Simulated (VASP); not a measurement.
# Te2Mo (m.A) in VASP: single point with PBEsol+D3(BJ)

Aim: the single point of Te2Mo (m.A) with PBEsol+D3(BJ).

Everything below comes from runs of VASP 6.6.1. Logs are shortened: lines on timing, memory, paths and dates and some standing lists are left out, and cuts for length are marked.

## (1) The cell of the first run

The cell holds a sheet with vacuum, 3 atoms: a = 3.444 Å, b = 3.444 Å, c = 31.040 Å, α = 90.00°, β = 90.00°, γ = 120.00°.

## (2) Single point, PBEsol+D3(BJ)

INCAR

```
ALGO     = Normal         # electronic algorithm
DIPOL    = 0.5 0.5 0.284
EDIFF    = 1E-6           # SCF threshold, eV
ENCUT    = 400            # plane-wave cutoff, eV
GGA      = PS             # functional
GGA_COMPAT= F            
IDIPOL   = 3            
ISIF     = 2              # what is computed and relaxed
ISMEAR   = 0              # smearing method
IVDW     = 12             # dispersion correction
LASPH    = T              # aspherical terms in the spheres
LCHARG   = F              # write CHGCAR
LDIPOL   = T            
LREAL    = F              # projectors in reciprocal space
LWAVE    = F              # write WAVECAR
NBANDS   = 20             # bands
NELM     = 120            # most SCF steps
NELMDL   = -8           
PREC     = Accurate       # precision mode
SIGMA    = 0.03           # smearing width, eV
```

KPOINTS

```
k-points
0
Gamma
  12 12 1
```

POSCAR

```
Te2Mo
1.0
    3.4439765862      0.0000000000      0.0000000000
   -1.7219882931      2.9825712136      0.0000000000
    0.0000000000      0.0000000000     31.0400000020
Te Mo
2 1
Direct
    0.6666666667      0.3333333333      0.2253270924
    0.6666666667      0.3333333333      0.3423275468
    0.3333333333      0.6666666667      0.2838273196
```

Potentials or basis: VASP PAW PBE potentials, release 64 (Te, Mo_sv).

The run is started by

```console
> cat potpaw_PBE.64/Te/POTCAR potpaw_PBE.64/Mo_sv/POTCAR > POTCAR
> mpirun -np 1 vasp_std > vasp.out
```

OUTCAR:

```text
EDIFF = 1E-6
   ENCUT = 400
   GGA = PS
   ISIF = 2
   ISMEAR = 0
   IVDW = 12
   LASPH = T
   LREAL = F
   NELM = 120
   NELMDL = -8
   PREC = Accurate
 IVDW          = 12

 ion  position               nearest neighbor table
   1  0.667  0.333  0.225-   3 2.69   3 2.69   3 2.69   2 3.63
   2  0.667  0.333  0.342-   3 2.69   3 2.69   3 2.69   1 3.63
   3  0.333  0.667  0.284-   1 2.69   2 2.69   1 2.69   2 2.69   1 2.69   2 2.69

  LATTYP: Found a hexagonal cell.
 ALAT       =     3.4439765862
 C/A-ratio  =     9.0128371158

  Lattice vectors:

 A1 = (   3.4439765862,   0.0000000000,   0.0000000000)
 A2 = (  -1.7219882931,   2.9825712136,   0.0000000000)
 A3 = (   0.0000000000,   0.0000000000,  31.0400000020)

Analysis of symmetry for initial positions (statically):
=====================================================================
 Subroutine PRICEL returns:
 Original cell was already a primitive cell.

 Routine SETGRP: Setting up the symmetry group for a
 hexagonal supercell.

 Subroutine GETGRP returns: Found 12 space group operations
 (whereof  6 operations were pure point group operations)
 out of a pool of 24 trial point group operations.

The static configuration has the point symmetry C_3v.
 The point group associated with its full space group is D_3h.

Analysis of symmetry for dynamics (positions and initial velocities):
=====================================================================
 Subroutine PRICEL returns:
 Original cell was already a primitive cell.

 Routine SETGRP: Setting up the symmetry group for a
 hexagonal supercell.

 Subroutine GETGRP returns: Found 12 space group operations
 (whereof  6 operations were pure point group operations)
 out of a pool of 24 trial point group operations.

The dynamic configuration has the point symmetry C_3v.
 The point group associated with its full space group is D_3h.

 Subroutine INISYM returns: Found 12 space group operations
 (whereof  6 operations are pure point group operations),
 and found     1 'primitive' translations

----------------------------------------------------------------------------------------

                                     Primitive cell

  volume of cell :     318.8399

  direct lattice vectors                    reciprocal lattice vectors
     3.443976586  0.000000000  0.000000000     0.290362020  0.167640591  0.000000000
    -1.721988293  2.982571214  0.000000000     0.000000000  0.335281181  0.000000000
     0.000000000  0.000000000 31.040000002     0.000000000  0.000000000  0.032216495

  length of vectors
     3.443976586  3.443976586 31.040000002     0.335281181  0.335281181  0.032216495

  position of ions in fractional coordinates (direct lattice)
     0.666666667  0.333333333  0.225327092
     0.666666667  0.333333333  0.342327547
     0.333333333  0.666666667  0.283827320

  ion indices of the primitive-cell ions
   primitive index   ion index
                 1           1
                 2           2
                 3           3

----------------------------------------------------------------------------------------

 KPOINTS: k-points

Automatic generation of k-mesh.
 Grid dimensions read from file:
 generate k-points for:   12   12    1

 Generating k-lattice:

  Cartesian coordinates                     Fractional coordinates (reciprocal lattice)
     0.024196835  0.013970049  0.000000000     0.083333333  0.000000000  0.000000000
     0.000000000  0.027940098  0.000000000     0.000000000  0.083333333  0.000000000
     0.000000000  0.000000000  0.032216495     0.000000000  0.000000000  1.000000000

  Length of vectors
     0.027940098  0.027940098  0.032216495

  Shift w.r.t. Gamma in fractional coordinates (k-lattice)
     0.000000000  0.000000000  0.000000000

 Subroutine IBZKPT returns following result:
 ===========================================

 Found     19 irreducible k-points:

 Following reciprocal coordinates:
            Coordinates               Weight
  0.000000  0.000000  0.000000      1.000000
  0.083333  0.000000  0.000000      6.000000
  0.166667  0.000000  0.000000      6.000000
  0.250000  0.000000  0.000000      6.000000
  0.333333 -0.000000  0.000000      6.000000
  0.416667 -0.000000  0.000000      6.000000
[... 11 lines left out ...]
  0.333333  0.250000  0.000000     12.000000
  0.333333  0.333333  0.000000      2.000000
   k-points           NKPTS =     19   k-points in BZ     NKDIM =     19   number of bands    NBANDS=     20
   number of dos      NEDOS =    301   number of ions     NIONS =      3
   total plane-waves  NPLWV = 120960
   dimension x,y,z NGX =    24 NGY =   24 NGZ =  210
   dimension x,y,z NGXF=    48 NGYF=   48 NGZF=  420
   ions per type =               2   1
   NGX,Y,Z   is equivalent  to a cutoff of  11.59, 11.59, 11.25 a.u.
   NGXF,Y,Z  is equivalent  to a cutoff of  23.17, 23.17, 22.49 a.u.
 SYSTEM =  unknown system
   PREC   = accura    normal or accurate (medium, high low for compatibility)
   ISTART =      0    job   : 0-new  1-cont  2-samecut
   ICHARG =      2    charge: 1-file 2-atom 10-const
   ISPIN  =      1    spin polarized calculation?
   LNONCOLLINEAR =      F non collinear calculations
   LSORBIT =      F    spin-orbit coupling
   LASPH  =      T    aspherical Exc in radial PAW
   ENCUT  =  400.0 eV  29.40 Ry    5.42 a.u.   5.62  5.62 50.62*2*pi/ulx,y,z
   NELM   =    120;   NELMIN=  2; NELMDL= -8     # of ELM steps
   EDIFF  = 0.1E-05   stopping-criterion for ELM
   LREAL  =      F    real-space projection
   EDIFFG = 0.1E-04   stopping-criterion for IOM
   NSW    =      0    number of steps for IOM
   IBRION =     -1    ionic relax: 0-MD 1-quasi-New 2-CG
   NFREE  =      0    steps in history (QN), initial steepest desc. (CG)
   ISIF   =      2    stress and relaxation
   ISYM   =      2    0-nonsym 1-usesym 2-fastsym
   POTIM  = 0.5000    time-step for ionic-motion
   TEBEG  =    0.0;   TEEND  =   0.0 temperature during run
   PSTRESS=    0.0 pullay stress
   NELECT =      26.0000    total number of electrons
   NUPDOWN=      -1.0000    fix difference up-down
   EMIN   =  10.00;   EMAX   =-10.00  energy-range for DOS
   EFERMI =   0.00;   METHOD = LEGACY
   ISMEAR =     0;   SIGMA  =   0.03  broadening in eV -4-tet -1-fermi 0-gaus
   EFERMI_NEDOS =   21; number of points for ismear=-14 and -15
   IALGO  =     38    algorithm
   IMIX   =      4    mixing-type and parameters
     AMIX     =   0.40;   BMIX     =  1.00
     AMIX_MAG =   1.60;   BMIX_MAG =  1.00
  volume/ion in A,a.u.               =     106.28       717.21
  Fermi-wavevector in a.u.,A,eV,Ry     =   0.709918  1.341551  6.857119  0.503984
  Thomas-Fermi vector in A             =   1.796628
   LORBIT       =      0    0 simple, 1 ext, 2 COOP (PROOUT), +10 PAW based schemes
   GGA     = PS    functional components
   LHFCALC =     F    Hartree Fock is set to
   AEXX    =    0.0000 exact exchange contribution
   IVDW    =    12    specifies the selected vdW correction
   LEPSILON=     F    determine dielectric tensor
   LRPA    =     F    only Hartree local field effects (RPA)
 non-spin polarized calculation
 Gauss-broadening in eV      SIGMA  =   0.03
  energy-cutoff  :      400.00
  volume of cell :      318.84
 maximum number of plane-waves:      5843
 NGX is ok and might be reduce to    24
   NGX = 11   NGY = 11   NGZ =101

 dipolmoment           0.000000      0.000000     -0.000005 electrons x Angstroem

 number of electron      25.9999999 magnetization

 dipolmoment           0.000000      0.000000      0.000001 electrons x Angstroem

 Free energy of the ion-electron system (eV)
  ---------------------------------------------------
  ext. energy  EPLUGINS =         0.00000000
  ---------------------------------------------------
  free energy    TOTEN  =       -19.59830706 eV

  energy without entropy =      -19.59830706  energy(sigma->0) =      -19.59830706

 E-fermi :  -1.5838     XC(G=0):  -2.7923

 val. band max:       -1.8983810954   @ k =   0.3333   0.3333   0.0000
 cond. band min:      -0.6267297456   @ k =   0.2500   0.1667   0.0000
 fundamental gap:      1.2716513498
 Fermi energy:        -1.5838431084

 k-point     1 :       0.0000    0.0000    0.0000
  band No.  band energies     occupation
      1     -62.3864      2.00000
      2     -36.6356      2.00000
      3     -36.4373      2.00000
      4     -36.4373      2.00000
      5     -14.8418      2.00000
      6     -13.8852      2.00000
[... 12 lines left out ...]
     19       2.6224      0.00000
     20       3.0493      0.00000

 k-point     2 :       0.0833    0.0000    0.0000
  band No.  band energies     occupation
      1     -62.3855      2.00000
      2     -36.6331      2.00000
      3     -36.4486      2.00000
      4     -36.4400      2.00000
      5     -14.7352      2.00000
      6     -13.8101      2.00000
[... 12 lines left out ...]
     19       2.7465      0.00000
     20       3.1700      0.00000

 k-point     3 :       0.1667    0.0000    0.0000
  band No.  band energies     occupation
      1     -62.3831      2.00000
      2     -36.6263      2.00000
      3     -36.4793      2.00000
      4     -36.4470      2.00000
      5     -14.4243      2.00000
      6     -13.5910      2.00000
[... 12 lines left out ...]
     19       3.1065      0.00000
     20       3.5189      0.00000

 k-point     4 :       0.2500    0.0000    0.0000
  band No.  band energies     occupation
      1     -62.3797      2.00000
      2     -36.6169      2.00000
      3     -36.5207      2.00000
      4     -36.4567      2.00000
      5     -13.9392      2.00000
      6     -13.2513      2.00000
[... 12 lines left out ...]
     19       3.6711      0.00000
     20       4.0937      0.00000

 k-point     5 :       0.3333   -0.0000    0.0000
  band No.  band energies     occupation
      1     -62.3764      2.00000
      2     -36.6076      2.00000
      3     -36.5618      2.00000
      4     -36.4663      2.00000
      5     -13.3467      2.00000
      6     -12.8446      2.00000
[... 12 lines left out ...]
     19       4.0878      0.00000
     20       4.1937      0.00000

 k-point     6 :       0.4167   -0.0000    0.0000
  band No.  band energies     occupation
      1     -62.3739      2.00000
      2     -36.6007      2.00000
      3     -36.5917      2.00000
      4     -36.4733      2.00000
      5     -12.7918      2.00000
      6     -12.4801      2.00000
[... 12 lines left out ...]
     19       4.0706      0.00000
     20       4.4949      0.00000

 k-point     7 :       0.5000    0.0000    0.0000
  band No.  band energies     occupation
      1     -62.3730      2.00000
      2     -36.6027      2.00000
      3     -36.5982      2.00000
      4     -36.4759      2.00000
      5     -12.5436      2.00000
      6     -12.3253      2.00000
[... 12 lines left out ...]
     19       4.0814      0.00000
     20       4.8319      0.00000
[... 162 lines left out ...]
 k-point    15 :       0.3333    0.1667    0.0000
  band No.  band energies     occupation
      1     -62.3730      2.00000
      2     -36.5982      2.00000
      3     -36.5820      2.00000
      4     -36.4970      2.00000
      5     -12.6077      2.00000
      6     -12.3438      2.00000
[... 12 lines left out ...]
     19       4.9946      0.00000
     20       5.0660      0.00000

 k-point    16 :       0.4167    0.1667    0.0000
  band No.  band energies     occupation
      1     -62.3722      2.00000
      2     -36.5961      2.00000
      3     -36.5892      2.00000
      4     -36.5015      2.00000
      5     -12.3879      2.00000
      6     -12.2030      2.00000
[... 12 lines left out ...]
     19       5.0308      0.00000
     20       5.2773      0.00000

 k-point    17 :       0.2500    0.2500    0.0000
  band No.  band energies     occupation
      1     -62.3730      2.00000
      2     -36.5982      2.00000
      3     -36.5721      2.00000
      4     -36.5069      2.00000
      5     -12.6281      2.00000
      6     -12.3499      2.00000
[... 12 lines left out ...]
     19       4.6103      0.00000
     20       5.1128      0.00000

 k-point    18 :       0.3333    0.2500    0.0000
  band No.  band energies     occupation
      1     -62.3718      2.00000
      2     -36.5948      2.00000
      3     -36.5744      2.00000
      4     -36.5233      2.00000
      5     -12.2982      2.00000
      6     -12.1294      2.00000
[... 12 lines left out ...]
     19       4.1709      0.00000
     20       5.2534      0.00000

 k-point    19 :       0.3333    0.3333    0.0000
  band No.  band energies     occupation
      1     -62.3713      2.00000
      2     -36.5936      2.00000
      3     -36.5624      2.00000
      4     -36.5422      2.00000
      5     -12.1794      2.00000
      6     -12.0454      2.00000
[... 12 lines left out ...]
     19       3.3580      0.00000
     20       5.4389      0.00000

------------------------ aborting loop because EDIFF is reached ----------------------------------------

 vacuum level on the upper side and lower side of the slab       (xc-potential included)        -0.008        -0.008

 Edisp (eV)   -1.07952

 E8    (eV) :    -0.7642

  FORCE on cell =-STRESS in cart. coord.  units (eV):
  Direction    XX          YY          ZZ          XY          YZ          ZX
  --------------------------------------------------------------------------------------
  -------------------------------------------------------------------------------------
  Total      -0.02699    -0.02699     0.01162    -0.00000     0.00000     0.00000
  in kB      -0.13564    -0.13564     0.05841    -0.00000     0.00000     0.00000
  external pressure =       -0.07 kB  Pullay stress =        0.00 kB

 VOLUME and BASIS-vectors are now :
 -----------------------------------------------------------------------------
  energy-cutoff  :      400.00
  volume of cell :      318.84
      direct lattice vectors                 reciprocal lattice vectors
     3.443976586  0.000000000  0.000000000     0.290362020  0.167640591  0.000000000
    -1.721988293  2.982571214  0.000000000     0.000000000  0.335281181  0.000000000
     0.000000000  0.000000000 31.040000002     0.000000000  0.000000000  0.032216495

 POSITION                                       TOTAL-FORCE (eV/Angst)
 -----------------------------------------------------------------------------------
      1.72199      0.99419      6.99415        -0.000000      0.000000     -0.032248
      1.72199      0.99419     10.62585         0.000000     -0.000000      0.032248
     -0.00000      1.98838      8.81000         0.000000     -0.000000     -0.000000
 -----------------------------------------------------------------------------------
    total drift:                                0.000000     -0.000000     -0.000037

  FREE ENERGIE OF THE ION-ELECTRON SYSTEM (eV)
  ---------------------------------------------------
  free  energy   TOTEN  =       -20.6778276426 eV

  energy  without entropy=      -20.6778276426  energy(sigma->0) =      -20.67782764

 vacuum level on the upper side and lower side of the slab         2.991         2.991
```

It took 2.8 min on 1 thread of Intel Xeon 6975P-C, shared host; peak memory 0.38 GiB.

What came out:

```
Free energy                : -20.6778 eV
Largest force              : 0.032 eV/Å
Band gap on the k mesh     : 1.27 eV, indirect (least direct gap 1.32 eV)
Dispersion energy per atom : -0.360 eV
```

Forces in eV/Å, atoms in the order of the input:
```
Te   0.000  0.000 -0.032
Te   0.000  0.000  0.032
Mo   0.000  0.000  0.000
```

Caveat: the PAW data sets were made with another functional, which shifts forces and pressure a little; spin-orbit coupling is left out, which moves the levels of the heavy elements.
